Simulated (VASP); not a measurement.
# SiNi (Pnma) in VASP: notebook, part 2 of 2

VASP 6.6.1.

### Step 3. Single point, LDA

INCAR reads:

```
ALGO = Normal ; EDIFF = 1E-6
ENCUT = 600 ; GGA_COMPAT = False
ISIF = 2 ; ISMEAR = 1
LASPH = True ; LCHARG = True
LELF = True ; LREAL = False
LVHAR = True ; LWAVE = False
NBANDS = 70 ; NELM = 120
PREC = Accurate ; SIGMA = 0.1
```

KPOINTS reads:

```
k-points
0
Gamma
  4 4 4
```

POSCAR reads:

```
SiNi
1.0
    0.0000000000      3.3970617458      5.5985038682
    5.1384089322      0.0000000000      5.5985038682
    5.1384089322      3.3970617458      0.0000000000
Si Ni
8 8
Direct
    0.2574661386      0.3283717858      0.4925338614
    0.7574661386      0.8283717858      0.9925338614
    0.2425338614      0.1716282142      0.0074661386
    0.7425338614      0.6716282142      0.5074661386
    0.1716282142      0.7425338614      0.5783717858
    0.6716282142      0.2425338614      0.0783717858
    0.3283717858      0.7574661386      0.9216282142
    0.8283717858      0.2574661386      0.4216282142
    0.2150833354      0.4734900663      0.0349166646
    0.7150833354      0.9734900663      0.5349166646
    0.2849166646      0.0265099337      0.4650833354
    0.7849166646      0.5265099337      0.9650833354
    0.0265099337      0.7849166646      0.2234900663
    0.5265099337      0.2849166646      0.7234900663
    0.4734900663      0.7150833354      0.2765099337
    0.9734900663      0.2150833354      0.7765099337
```

Potentials or basis: VASP PAW LDA potentials, release 64 (Si, Ni).

Started as:

```console
cat potpaw_LDA.64/Si/POTCAR potpaw_LDA.64/Ni/POTCAR > POTCAR
mpirun -np 1 vasp_std > vasp.out
```

OUTCAR:

```text
EDIFF = 1E-6
   ENCUT = 600
   ISIF = 2
   ISMEAR = 1
   LASPH = True
   LREAL = False
   NELM = 120
   PREC = Accurate

 ion  position               nearest neighbor table
   1  0.257  0.328  0.493-  11 2.29  13 2.33  14 2.33  16 2.39   9 2.41  10 2.41   3 2.68   4 2.68

   2  0.757  0.828  0.993-  12 2.29  13 2.33  14 2.33  15 2.39   9 2.41  10 2.41   4 2.68   3 2.68

   3  0.243  0.172  0.007-   9 2.29  15 2.33  16 2.33  14 2.39  12 2.41  11 2.41   2 2.68   1 2.68
[... 13 lines left out ...]
  10  0.715  0.973  0.535-   4 2.29   5 2.33   6 2.33   8 2.39   1 2.41   2 2.41  13 2.66  14 2.66
                            11 2.71  12 2.71
  11  0.285  0.027  0.465-   1 2.29   7 2.33   8 2.33   5 2.39   4 2.41   3 2.41  15 2.66  16 2.66
                             9 2.71  10 2.71
  12  0.785  0.527  0.965-   2 2.29   7 2.33   8 2.33   6 2.39   4 2.41   3 2.41  15 2.66  16 2.66
                             9 2.71  10 2.71
  13  0.027  0.785  0.223-   7 2.29   2 2.33   1 2.33   4 2.39   6 2.41   5 2.41   9 2.66  10 2.66
                            15 2.71  16 2.71
  14  0.527  0.285  0.723-   8 2.29   2 2.33   1 2.33   3 2.39   6 2.41   5 2.41   9 2.66  10 2.66
                            15 2.71  16 2.71
  15  0.473  0.715  0.277-   5 2.29   4 2.33   3 2.33   2 2.39   7 2.41   8 2.41  11 2.66  12 2.66
                            13 2.71  14 2.71
  16  0.973  0.215  0.777-   6 2.29   4 2.33   3 2.33   1 2.39   7 2.41   8 2.41  11 2.66  12 2.66
                            13 2.71  14 2.71

  LATTYP: Found a face centered orthorhombic cell.
 ALAT       =     6.7941234916
 B/A-ratio  =     1.5126039256
 C/A-ratio  =     1.6480430110

  Lattice vectors:

 A1 = (   5.1384089322,   0.0000000000,  -5.5985038682)
 A2 = (   0.0000000000,   3.3970617458,  -5.5985038682)
 A3 = (   5.1384089322,   3.3970617458,   0.0000000000)

Analysis of symmetry for initial positions (statically):
=====================================================================
 Subroutine PRICEL returns following result:

  LATTYP: Found a simple orthorhombic cell.
 ALAT       =     3.3970617458
 B/A-ratio  =     1.5126039256
 C/A-ratio  =     1.6480430110

  Lattice vectors:

 A1 = (   0.0000000000,  -3.3970617458,   0.0000000000)
 A2 = (   5.1384089322,   0.0000000000,   0.0000000000)
 A3 = (   0.0000000000,   0.0000000000,   5.5985038682)

   2 primitive cells build up your supercell.

 Routine SETGRP: Setting up the symmetry group for a
 face centered orthorhombic supercell.

 Subroutine GETGRP returns: Found  8 space group operations
 (whereof  2 operations were pure point group operations)
 out of a pool of  8 trial point group operations.

The static configuration has the point symmetry S_2 .
 The point group associated with its full space group is D_2h.

Analysis of symmetry for dynamics (positions and initial velocities):
=====================================================================
 Subroutine PRICEL returns following result:

  LATTYP: Found a simple orthorhombic cell.
 ALAT       =     3.3970617458
 B/A-ratio  =     1.5126039256
 C/A-ratio  =     1.6480430110

  Lattice vectors:

 A1 = (   0.0000000000,  -3.3970617458,   0.0000000000)
 A2 = (   5.1384089322,   0.0000000000,   0.0000000000)
 A3 = (   0.0000000000,   0.0000000000,   5.5985038682)

   2 primitive cells build up your supercell.

 Routine SETGRP: Setting up the symmetry group for a
 face centered orthorhombic supercell.

 Subroutine GETGRP returns: Found  8 space group operations
[... 90 lines left out ...]
  0.000000  0.500000  0.500000      1.000000
   k-points           NKPTS =     18   k-points in BZ     NKDIM =     18   number of bands    NBANDS=     70
   number of dos      NEDOS =    301   number of ions     NIONS =     16
   total plane-waves  NPLWV = 172800
   dimension x,y,z NGX =    54 NGY =   64 NGZ =   50
   dimension x,y,z NGXF=   108 NGYF=  128 NGZF=  100
   ions per type =               8   8
   NGX,Y,Z   is equivalent  to a cutoff of  13.71, 14.00, 13.49 a.u.
   NGXF,Y,Z  is equivalent  to a cutoff of  27.42, 28.00, 26.99 a.u.
 SYSTEM =  unknown system
   PREC   = accura    normal or accurate (medium, high low for compatibility)
   ISTART =      0    job   : 0-new  1-cont  2-samecut
   ICHARG =      2    charge: 1-file 2-atom 10-const
   ISPIN  =      1    spin polarized calculation?
   LNONCOLLINEAR =      F non collinear calculations
   LSORBIT =      F    spin-orbit coupling
   LASPH  =      T    aspherical Exc in radial PAW
   ENCUT  =  600.0 eV  44.10 Ry    6.64 a.u.  13.08 15.18 12.30*2*pi/ulx,y,z
   NELM   =    120;   NELMIN=  2; NELMDL= -5     # of ELM steps
   EDIFF  = 0.1E-05   stopping-criterion for ELM
   LREAL  =      F    real-space projection
   EDIFFG = 0.1E-04   stopping-criterion for IOM
   NSW    =      0    number of steps for IOM
   IBRION =     -1    ionic relax: 0-MD 1-quasi-New 2-CG
   NFREE  =      0    steps in history (QN), initial steepest desc. (CG)
   ISIF   =      2    stress and relaxation
   ISYM   =      2    0-nonsym 1-usesym 2-fastsym
   POTIM  = 0.5000    time-step for ionic-motion
   TEBEG  =    0.0;   TEEND  =   0.0 temperature during run
   PSTRESS=    0.0 pullay stress
   NELECT =     112.0000    total number of electrons
   NUPDOWN=      -1.0000    fix difference up-down
   EMIN   =  10.00;   EMAX   =-10.00  energy-range for DOS
   EFERMI =   0.00;   METHOD = LEGACY
   ISMEAR =     1;   SIGMA  =   0.10  broadening in eV -4-tet -1-fermi 0-gaus
   EFERMI_NEDOS =   21; number of points for ismear=-14 and -15
   IALGO  =     38    algorithm
   IMIX   =      4    mixing-type and parameters
     AMIX     =   0.40;   BMIX     =  1.00
     AMIX_MAG =   1.60;   BMIX_MAG =  1.00
  volume/ion in A,a.u.               =      12.22        82.43
  Fermi-wavevector in a.u.,A,eV,Ry     =   1.359783  2.569617 25.157291  1.849009
  Thomas-Fermi vector in A             =   2.486501
   LORBIT       =      0    0 simple, 1 ext, 2 COOP (PROOUT), +10 PAW based schemes
   GGA     = CA    functional components
   LHFCALC =     F    Hartree Fock is set to
   AEXX    =    0.0000 exact exchange contribution
   IVDW    =     0    specifies the selected vdW correction
   LEPSILON=     F    determine dielectric tensor
   LRPA    =     F    only Hartree local field effects (RPA)
 non-spin polarized calculation
 Methfessel and Paxton  Order N= 1 SIGMA  =   0.10
  energy-cutoff  :      600.00
  volume of cell :      195.45
 maximum number of plane-waves:      6554
 NGX is ok and might be reduce to    54
   NGX = 27   NGY = 31   NGZ = 25

 number of electron     111.9999998 magnetization

 Free energy of the ion-electron system (eV)
  ---------------------------------------------------
  ext. energy  EPLUGINS =         0.00000000
  ---------------------------------------------------
  free energy    TOTEN  =      -109.76466199 eV

  energy without entropy =     -109.76391701  energy(sigma->0) =     -109.76441366

 E-fermi :  10.1948     XC(G=0): -12.3661

 val. band max:       10.1947899557   @ k =   0.5000   0.0000   0.0000
 cond. band min:      10.2709612395   @ k =  -0.2500  -0.0000   0.2500
 fundamental gap:      0.0761712838
 Fermi energy:        10.1948497515

 k-point     1 :       0.0000    0.0000    0.0000
  band No.  band energies     occupation
      1      -2.7003      2.00000
      2       0.6868      2.00000
      3       1.6196      2.00000
      4       1.6196      2.00000
      5       1.6196      2.00000
      6       1.6196      2.00000
[... 1267 lines left out ...]
     67      14.4459      0.00000
     68      14.4459      0.00000
 [bands above 68 left out]

------------------------ aborting loop because EDIFF is reached ----------------------------------------

  FORCE on cell =-STRESS in cart. coord.  units (eV):
  Direction    XX          YY          ZZ          XY          YZ          ZX
  --------------------------------------------------------------------------------------
  -------------------------------------------------------------------------------------
  Total      -12.4373684    -12.8613226    -12.3969987      0.0000000      0.0000000      0.0000000
  in kB     -101.9541710   -105.4294960   -101.6232445      0.0000000      0.0000000      0.0000000
  external PRESSURE =    -103.0023039 kB  Pullay stress =       0.0000000 kB

 VOLUME and BASIS-vectors are now :
 -----------------------------------------------------------------------------
  energy-cutoff  :      600.00
  volume of cell :      195.45
      direct lattice vectors                 reciprocal lattice vectors
     0.000000000  3.397061746  5.598503868    -0.097306385  0.147186021  0.089309575
     5.138408932  0.000000000  5.598503868     0.097306385 -0.147186021  0.089309575
     5.138408932  3.397061746  0.000000000     0.097306385  0.147186021 -0.089309575

 POSITION                                       TOTAL-FORCE (eV/Angst)
 -----------------------------------------------------------------------------------
      4.21815      2.54780      3.27982        -0.143020      0.000000     -0.002938
      9.35656      5.94486      8.87832        -0.143020      0.000000     -0.002938
      0.92026      0.84927      2.31869         0.143020      0.000000      0.002938
      6.05867      4.24633      7.91719         0.143020      0.000000      0.002938
      6.78735      2.54780      5.11794        -0.143020      0.000000      0.002938
      1.64894      2.54780      5.11794        -0.143020      0.000000      0.002938
[... 8 lines left out ...]
      5.09521      2.54780      6.65423         0.047775      0.000000      0.070219
      5.09521      5.94486      6.65423         0.047775      0.000000      0.070219
 -----------------------------------------------------------------------------------
    total drift:                                0.000000      0.000000      0.000000

  FREE ENERGIE OF THE ION-ELECTRON SYSTEM (eV)
  ---------------------------------------------------
  free  energy   TOTEN  =      -109.7646619929 eV

  energy  without entropy=     -109.7639170080  energy(sigma->0) =     -109.76441366
```

Wall time 17 min (1 thread of Oxide Virtual Turin-like, shared host); peak memory 0.42 GiB.

What came out:

| Quantity | Value |
| --- | --- |
| Free energy | -109.7647 eV |
| Pressure | -10.3 GPa |
| Largest force | 0.143 eV/Å |
| Band gap on the k mesh | zero (bands 56 and 57 overlap by 0.45 eV) |

Forces in eV/Å, atoms in the order of the input:
```
Si  -0.143  0.000 -0.003
Si  -0.143  0.000 -0.003
Si   0.143  0.000  0.003
Si   0.143  0.000  0.003
Si  -0.143  0.000  0.003
Si  -0.143  0.000  0.003
Si   0.143  0.000 -0.003
Si   0.143  0.000 -0.003
Ni  -0.048  0.000  0.070
Ni  -0.048  0.000  0.070
Ni   0.048  0.000 -0.070
Ni   0.048  0.000 -0.070
Ni  -0.048  0.000 -0.070
Ni  -0.048  0.000 -0.070
Ni   0.048  0.000  0.070
Ni   0.048  0.000  0.070
```

Stress tensor (GPa, compression positive):
```
-10.20   0.00   0.00
  0.00 -10.54   0.00
  0.00   0.00 -10.16
```

Levels at points of the mesh, in eV from the Fermi level:
```tsv
k point	band 52	band 53	band 54	band 55	band 56	band 57	band 58	band 59	band 60	band 61
(0.00, 0.00, 0.00)	-1.93	-1.81	-1.26	-1.17	-0.95	0.62	1.22	2.50	2.50	2.50
(0.50, 0.00, 0.00)	-1.22	-1.07	-1.07	-0.41	-0.41	0.00	0.00	0.61	0.61	1.53
(0.50, 0.50, 0.00)	-1.72	-1.41	-1.41	-0.25	-0.25	0.39	0.39	0.39	0.39	0.80
(0.50, 0.00, 0.50)	-1.41	-0.98	-0.98	-0.65	-0.65	0.78	0.78	1.95	1.95	2.21
(0.00, 0.50, 0.50)	-1.87	-1.72	-1.72	0.15	0.15	0.97	0.97	1.04	1.04	1.20
```

Caveat: the cell stands under tension. Spin polarisation is off, so any magnetic state and its effect on volume and gap are missing.

### Step 4. Single point, PBEsol

INCAR reads:

```
PREC = Accurate
ENCUT = 600
EDIFF = 1E-6
ISMEAR = 1
SIGMA = 0.1
LREAL = False
LASPH = True
NELM = 120
ALGO = Normal
ISIF = 2
LWAVE = False
LCHARG = False
GGA = PS
NBANDS = 70
GGA_COMPAT = False
```

KPOINTS reads:

```
Automatic mesh
0
Gamma
  4 4 4
```

POSCAR is that of step 3.

Potentials or basis: VASP PAW PBE potentials, release 64 (Si, Ni).

Started as:

```console
cat potpaw_PBE.64/Si/POTCAR potpaw_PBE.64/Ni/POTCAR > POTCAR
mpirun -np 1 vasp_std > vasp.out
```

It took 15 min on 1 thread of Oxide Virtual Turin-like, shared host; peak memory 0.5 GiB.

The run converged. Its results:

```yaml
Free_energy: -104.4009 eV
Pressure: -5.9 GPa
Largest_force: 0.059 eV/Å
Band_gap_on_the_k_mesh: zero (bands 56 and 57 overlap by 0.45 eV)
```

Forces in eV/Å, atoms in the order of the input:
```
Si  -0.057  0.000  0.017
Si  -0.057  0.000  0.017
Si   0.057  0.000 -0.017
Si   0.057  0.000 -0.017
Si  -0.057  0.000 -0.017
Si  -0.057  0.000 -0.017
Si   0.057  0.000  0.017
Si   0.057  0.000  0.017
Ni  -0.003  0.000  0.008
Ni  -0.003  0.000  0.008
Ni   0.003  0.000 -0.008
Ni   0.003  0.000 -0.008
Ni  -0.003  0.000 -0.008
Ni  -0.003  0.000 -0.008
Ni   0.003  0.000  0.008
Ni   0.003  0.000  0.008
```

Stress tensor (GPa, compression positive):
```
-5.62  0.00  0.00
 0.00 -6.16  0.00
 0.00  0.00 -5.77
```

Levels at points of the mesh, in eV from the Fermi level:
```csv
k point,band 52,band 53,band 54,band 55,band 56,band 57,band 58,band 59,band 60,band 61
"(0.00, 0.00, 0.00)",-1.91,-1.81,-1.28,-1.16,-0.94,0.62,1.24,2.50,2.50,2.50
"(0.50, 0.00, 0.00)",-1.22,-1.06,-1.06,-0.40,-0.40,-0.01,-0.01,0.62,0.62,1.53
"(0.50, 0.50, 0.00)",-1.71,-1.41,-1.41,-0.25,-0.25,0.40,0.40,0.40,0.40,0.80
"(0.50, 0.00, 0.50)",-1.43,-0.99,-0.99,-0.63,-0.63,0.78,0.78,1.95,1.95,2.21
"(0.00, 0.50, 0.50)",-1.85,-1.71,-1.71,0.15,0.15,0.96,0.96,1.04,1.04,1.23
```

Caveat: the cell stands under tension; the PAW data sets were made with another functional, which shifts forces and pressure a little.

### Step 5. Summary

```csv
level,potentials or basis,gap on the mesh (eV),pressure (GPa),largest force (eV/Å)
PBE,"VASP PAW PBE potentials, release 64 (Si, Ni)",none,0.0,0.02
LDA,"VASP PAW LDA potentials, release 64 (Si, Ni)",none,-10.3,0.14
PBEsol,"VASP PAW PBE potentials, release 64 (Si, Ni)",none,-5.9,0.06
```

Alike in all rows: task single point; no spin polarisation; cell as given; k mesh 4 × 4 × 4; cutoff (eV) 600; smearing methfessel-paxton 0.1 eV.

Caveats: the cell stands under tension (at least some runs); the PAW data sets were made with another functional, which shifts forces and pressure a little (at least some runs).

Total energies depend on the potentials used, so only differences within one code and one set of settings carry meaning.

The gap in the log of VASP goes by the Fermi energy; the results here count the filled bands.